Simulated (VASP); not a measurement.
Here is a VASP 6.6.1 calculation.

INCAR

```
PREC = Accurate ; ENCUT = 520
EDIFF = 1E-6 ; ISMEAR = 0
SIGMA = 0.1 ; LREAL = F
LASPH = T ; NELM = 100
ALGO = Normal ; ISIF = 2
LWAVE = F ; LCHARG = T
GGA = PS ; LELF = T
LVHAR = T ; NBANDS = 14
```

Contents of KPOINTS:

```
regular mesh
0
Gamma
  2 2 2
```

Contents of POSCAR:

```
AlNi
1.0
    1.9386940000     -1.9531901500      0.0000000000
    1.9386940000      1.9531901500      0.0000000000
    0.0000000000      0.0000000000      3.0994300413
Al Ni
1 1
Direct
    0.0000000000      0.0000000000      0.0000000000
    0.5000000000      0.5000000000      0.5000000000
```

Potentials or basis: VASP PAW PBE potentials, release 64 (Al, Ni).

The run is started by

```sh
$ cat potpaw_PBE.64/Al/POTCAR potpaw_PBE.64/Ni/POTCAR > POTCAR
$ mpirun -np 1 vasp_std > vasp.out
```

(1) Estimate the pressure.

## Answers

(1) 3.6 GPa.

Caveat: the k points lie up to 1.14 Å⁻¹ apart; the PAW data sets were made with another functional, which shifts forces and pressure a little.
